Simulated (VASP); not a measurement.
# Fe (P6_3/mmc) in VASP: density of states with PBE

Aim: the density of states of Fe with PBE.

Program: VASP 6.6.1. These are calculated values, not measurements. Logs are shortened: lines on timing, memory, paths and dates and some standing lists are left out, and cuts for length are marked.

## (1) The cell of the first run

It takes space group P6_3/mmc (No. 194, hexagonal). Conventional cell: a = 2.461 Å, b = 2.461 Å, c = 3.890 Å, α = 90.00°, β = 90.00°, γ = 120.00°. Within 3.2 Å of Fe (site symmetry -6m2) lie 12 Fe at 2.41 to 2.46 Å.

## (2) Density of states, PBE

POSCAR reads:

```
Fe
1.0
    2.4606378269      0.0000000000      0.0000000000
   -1.2303189135      2.1309748676      0.0000000000
    0.0000000000      0.0000000000      3.8899495695
Fe
2
Direct
    0.3333333333      0.6666666667      0.2500000000
    0.6666666667      0.3333333333      0.7500000000
```

INCAR.step1 reads:

```
SYSTEM = Fe
PREC = Accurate ; ENCUT = 520
EDIFF = 1E-7 ; ISMEAR = 0
SIGMA = 0.1 ; LREAL = .FALSE.
LASPH = .TRUE. ; NELM = 80
ALGO = Fast ; ISIF = 2
LWAVE = .FALSE. ; LCHARG = .TRUE.
LMAXMIX = 4 ; GGA = PE
NBANDS = 15
```

KPOINTS.step1 reads:

```
regular mesh
0
G
  21 21 12
  0 0 0
```

INCAR.step2 reads:

```
SYSTEM = Fe
PREC = Accurate ; ENCUT = 520
EDIFF = 1E-7 ; ISMEAR = -5
SIGMA = 0.1 ; LREAL = .FALSE.
LASPH = .TRUE. ; NELM = 80
ALGO = Fast ; ISIF = 2
LWAVE = .FALSE. ; LCHARG = .FALSE.
LMAXMIX = 4 ; GGA = PE
LORBIT = 10 ; NEDOS = 1001
ICHARG = 11
```

KPOINTS.step2 reads:

```
regular mesh
0
G
  32 32 18
  0 0 0
```

Potentials or basis: VASP PAW PBE potentials, release 64 (Fe).

Started as:

```sh
> cat potpaw_PBE.64/Fe/POTCAR > POTCAR
> cp INCAR.step1 INCAR
> cp KPOINTS.step1 KPOINTS
> mpirun -np 1 vasp_std > vasp.out
> cp INCAR.step2 INCAR
> cp KPOINTS.step2 KPOINTS
> mpirun -np 1 vasp_std > vasp.out
```

OUTCAR:

```text
SYSTEM = Fe
   PREC = Accurate
   ENCUT = 520
   EDIFF = 1E-7
   ISMEAR = -5
   LREAL = .FALSE.
   LASPH = .TRUE.
   NELM = 80
   ISIF = 2
   GGA = PE
   LORBIT = 10
   ICHARG = 11

 ion  position               nearest neighbor table
   1  0.333  0.667  0.250-   2 2.41   2 2.41   2 2.41   2 2.41   2 2.41   2 2.41
   2  0.667  0.333  0.750-   1 2.41   1 2.41   1 2.41   1 2.41   1 2.41   1 2.41

  LATTYP: Found a hexagonal cell.
 ALAT       =     2.4606378269
 C/A-ratio  =     1.5808704259

  Lattice vectors:

 A1 = (   2.4606378269,   0.0000000000,   0.0000000000)
 A2 = (  -1.2303189135,   2.1309748676,   0.0000000000)
 A3 = (   0.0000000000,   0.0000000000,   3.8899495695)

Analysis of symmetry for initial positions (statically):
=====================================================================
 Subroutine PRICEL returns:
 Original cell was already a primitive cell.

 Routine SETGRP: Setting up the symmetry group for a
 hexagonal supercell.

 Subroutine GETGRP returns: Found 24 space group operations
 (whereof 12 operations were pure point group operations)
 out of a pool of 24 trial point group operations.

The static configuration has the point symmetry D_3d.
 The point group associated with its full space group is D_6h.

Analysis of symmetry for dynamics (positions and initial velocities):
=====================================================================
 Subroutine PRICEL returns:
 Original cell was already a primitive cell.

 Routine SETGRP: Setting up the symmetry group for a
 hexagonal supercell.

 Subroutine GETGRP returns: Found 24 space group operations
 (whereof 12 operations were pure point group operations)
 out of a pool of 24 trial point group operations.

The dynamic configuration has the point symmetry D_3d.
 The point group associated with its full space group is D_6h.

 Subroutine INISYM returns: Found 24 space group operations
 (whereof 12 operations are pure point group operations),
 and found     1 'primitive' translations

----------------------------------------------------------------------------------------

                                     Primitive cell

  volume of cell :      20.3972

  direct lattice vectors                    reciprocal lattice vectors
     2.460637827  0.000000000  0.000000000     0.406398694  0.234634396  0.000000000
    -1.230318914  2.130974868  0.000000000     0.000000000  0.469268791  0.000000000
     0.000000000  0.000000000  3.889949570     0.000000000  0.000000000  0.257072741

  length of vectors
     2.460637827  2.460637827  3.889949570     0.469268791  0.469268791  0.257072741

  position of ions in fractional coordinates (direct lattice)
     0.333333333  0.666666667  0.250000000
     0.666666667  0.333333333  0.750000000

  ion indices of the primitive-cell ions
   primitive index   ion index
                 1           1
                 2           2

----------------------------------------------------------------------------------------

 KPOINTS: regular mesh

Automatic generation of k-mesh.
 Grid dimensions read from file:
 generate k-points for:   32   32   18

 Generating k-lattice:

  Cartesian coordinates                     Fractional coordinates (reciprocal lattice)
     0.012699959  0.007332325  0.000000000     0.031250000  0.000000000  0.000000000
     0.000000000  0.014664650  0.000000000     0.000000000  0.031250000  0.000000000
     0.000000000  0.000000000  0.014281819     0.000000000  0.000000000  0.055555556

  Length of vectors
     0.014664650  0.014664650  0.014281819

  Shift w.r.t. Gamma in fractional coordinates (k-lattice)
     0.000000000  0.000000000  0.000000000

 TETIRR: Found  18720 inequivalent tetrahedra from   110592

 Subroutine IBZKPT returns following result:
 ===========================================

 Found   1020 irreducible k-points:

 Following reciprocal coordinates:
            Coordinates               Weight
  0.000000  0.000000  0.000000      1.000000
  0.031250  0.000000  0.000000      6.000000
  0.062500  0.000000  0.000000      6.000000
  0.093750 -0.000000  0.000000      6.000000
  0.125000  0.000000  0.000000      6.000000
  0.156250  0.000000  0.000000      6.000000
[... 16 lines left out ...]
  0.187500  0.031250  0.000000     12.000000
  0.218750  0.031250  0.000000     12.000000
 [... further k-points ...]
   k-points           NKPTS =   1020   k-points in BZ     NKDIM =   1020   number of bands    NBANDS=     12
   number of dos      NEDOS =   1001   number of ions     NIONS =      2
   total plane-waves  NPLWV =   9720
   dimension x,y,z NGX =    18 NGY =   18 NGZ =   30
   dimension x,y,z NGXF=    36 NGYF=   36 NGZF=   60
   ions per type =               2
   NGX,Y,Z   is equivalent  to a cutoff of  12.16, 12.16, 12.82 a.u.
   NGXF,Y,Z  is equivalent  to a cutoff of  24.32, 24.32, 25.64 a.u.
 SYSTEM =  Fe
   PREC   = accura    normal or accurate (medium, high low for compatibility)
   ISTART =      0    job   : 0-new  1-cont  2-samecut
   ICHARG =     11    charge: 1-file 2-atom 10-const
   ISPIN  =      1    spin polarized calculation?
   LNONCOLLINEAR =      F non collinear calculations
   LSORBIT =      F    spin-orbit coupling
   LASPH  =      T    aspherical Exc in radial PAW
   ENCUT  =  520.0 eV  38.22 Ry    6.18 a.u.   4.58  4.58  7.23*2*pi/ulx,y,z
   NELM   =     80;   NELMIN=  2; NELMDL=  0     # of ELM steps
   EDIFF  = 0.1E-06   stopping-criterion for ELM
   LREAL  =      F    real-space projection
   EDIFFG = 0.1E-05   stopping-criterion for IOM
   NSW    =      0    number of steps for IOM
   IBRION =     -1    ionic relax: 0-MD 1-quasi-New 2-CG
   NFREE  =      0    steps in history (QN), initial steepest desc. (CG)
   ISIF   =      2    stress and relaxation
   ISYM   =      2    0-nonsym 1-usesym 2-fastsym
   POTIM  = 0.5000    time-step for ionic-motion
   TEBEG  =    0.0;   TEEND  =   0.0 temperature during run
   PSTRESS=    0.0 pullay stress
   NELECT =      16.0000    total number of electrons
   NUPDOWN=      -1.0000    fix difference up-down
   EMIN   =  10.00;   EMAX   =-10.00  energy-range for DOS
   EFERMI =   0.00;   METHOD = LEGACY
   ISMEAR =    -5;   SIGMA  =   0.10  broadening in eV -4-tet -1-fermi 0-gaus
   EFERMI_NEDOS =   21; number of points for ismear=-14 and -15
   IALGO  =     68    algorithm
   IMIX   =      4    mixing-type and parameters
     AMIX     =   0.40;   BMIX     =  1.00
     AMIX_MAG =   1.60;   BMIX_MAG =  1.00
  volume/ion in A,a.u.               =      10.20        68.82
  Fermi-wavevector in a.u.,A,eV,Ry     =   1.509819  2.853144 31.015199  2.279553
  Thomas-Fermi vector in A             =   2.620091
   LORBIT       =     10    0 simple, 1 ext, 2 COOP (PROOUT), +10 PAW based schemes
   GGA     = PE    functional components
   LHFCALC =     F    Hartree Fock is set to
   AEXX    =    0.0000 exact exchange contribution
   IVDW    =     0    specifies the selected vdW correction
   LEPSILON=     F    determine dielectric tensor
   LRPA    =     F    only Hartree local field effects (RPA)
 non-spin polarized calculation
 RMM-DIIS sequential band-by-band and
 Fermi weights with tetrahedron method with Bloechl corrections
  energy-cutoff  :      520.00
  volume of cell :       20.40
 maximum number of plane-waves:       565

 number of electron      16.0000007 magnetization

 Free energy of the ion-electron system (eV)
  ---------------------------------------------------
  ext. energy  EPLUGINS =         0.00000000
  ---------------------------------------------------
  free energy    TOTEN  =       -16.30768471 eV

  energy without entropy =      -16.30768471  energy(sigma->0) =      -16.30768471

 E-fermi :   6.8911     XC(G=0): -13.7876

 val. band max:        6.9667025418   @ k =   0.4688   0.0312   0.5000
 cond. band min:       6.8589318625   @ k =   0.4375   0.0313   0.5000
 fundamental gap:     -0.1077706792
 Fermi energy:         6.8910972266

 k-point     1 :       0.0000    0.0000    0.0000
  band No.  band energies     occupation
      1      -2.0131      2.00000
      2       1.9711      2.00000
      3       5.2458      2.00000
      4       5.2458      2.00000
      5       5.3737      2.00000
      6       5.7098      2.00000
      7       5.7098      2.00000
      8       6.0489      2.00000
      9       6.0489      2.00000
     10       7.4388      0.00000
     11       7.5998      0.00000
     12       7.5998      0.00000

 k-point     2 :       0.0312    0.0000    0.0000
  band No.  band energies     occupation
      1      -1.9767      2.00000
      2       1.9952      2.00000
      3       5.1720      2.00000
      4       5.2663      2.00000
      5       5.4396      2.00000
      6       5.6988      2.00000
      7       5.7277      2.00000
      8       6.0275      2.00000
      9       6.0344      2.00000
     10       6.9928      0.61584
     11       7.6070      0.00000
     12       8.0881      0.00000

 k-point     3 :       0.0625    0.0000    0.0000
  band No.  band energies     occupation
      1      -1.8679      2.00000
      2       2.0658      2.00000
      3       5.0470      2.00000
      4       5.3273      2.00000
      5       5.5399      2.00000
      6       5.6696      2.00000
      7       5.7811      2.00000
      8       5.9438      2.00000
      9       5.9925      2.00000
     10       6.5462      2.04290
     11       7.6271      0.00000
     12       8.6811      0.00000
[... 286 lines left out ...]
 k-point    23 :       0.1875    0.0312    0.0000
  band No.  band energies     occupation
      1      -0.5419      2.00000
      2       2.7470      2.00000
      3       4.3671      2.00000
      4       4.4183      2.00000
      5       5.3673      2.00000
      6       5.5518      2.00000
      7       5.9078      2.00000
      8       6.0626      2.00000
      9       6.1713      2.00000
     10       6.4398      2.00000
     11       7.7896      0.00000
     12      11.7305      0.00000

 k-point    24 :       0.2188    0.0313    0.0000
  band No.  band energies     occupation
      1      -0.1120      2.00000
      2       2.8652      2.00000
      3       4.0942      2.00000
      4       4.2646      2.00000
      5       5.3323      2.00000
      6       5.4474      2.00000
      7       5.8242      2.00000
      8       6.2929      2.00000
      9       6.3660      2.00000
     10       6.6486      2.00000
     11       7.8243      0.00000
     12      12.4553      0.00000

 [... further k-points ...]

------------------------ aborting loop because EDIFF is reached ----------------------------------------

  FORCE on cell =-STRESS in cart. coord.  units (eV):
  Direction    XX          YY          ZZ          XY          YZ          ZX
  --------------------------------------------------------------------------------------
  -------------------------------------------------------------------------------------
  Total       -0.0996339     -0.0996339     -0.1537690      0.0000000     -0.0000000      0.0000000
  in kB       -7.8261386     -7.8261386    -12.0783983      0.0000000     -0.0000000      0.0000000
  external PRESSURE =      -9.2435585 kB  Pullay stress =       0.0000000 kB

 VOLUME and BASIS-vectors are now :
 -----------------------------------------------------------------------------
  energy-cutoff  :      520.00
  volume of cell :       20.40
      direct lattice vectors                 reciprocal lattice vectors
     2.460637827  0.000000000  0.000000000     0.406398694  0.234634396  0.000000000
    -1.230318914  2.130974868  0.000000000     0.000000000  0.469268791  0.000000000
     0.000000000  0.000000000  3.889949570     0.000000000  0.000000000  0.257072741

 POSITION                                       TOTAL-FORCE (eV/Angst)
 -----------------------------------------------------------------------------------
     -0.00000      1.42065      0.97249        -0.000000      0.000000      0.000000
      1.23032      0.71032      2.91746         0.000000      0.000000      0.000000
 -----------------------------------------------------------------------------------
    total drift:                                0.000000      0.000000     -0.000000

  FREE ENERGIE OF THE ION-ELECTRON SYSTEM (eV)
  ---------------------------------------------------
  free  energy   TOTEN  =       -16.3076847139 eV

  energy  without entropy=      -16.3076847139  energy(sigma->0) =      -16.30768471

 total charge

# of ion       s       p       d       tot
------------------------------------------
    1        0.535   0.637   6.336   7.509
    2        0.535   0.637   6.336   7.509
--------------------------------------------------
tot          1.070   1.274  12.673  15.017
```

Run time: 2.4 min. Hardware: 1 thread of Intel Xeon 6975P-C (Granite Rapids), shared host; peak memory 0.36 GiB.

What came out:

* Valence electrons inside the program's atomic spheres: Fe 7.51

Caveat: the run has no spin polarisation, though such a crystal can be magnetic; tetrahedron occupations give inexact forces and stress in metals. Spin polarisation is off, so any magnetic state and its effect on volume and gap are missing.
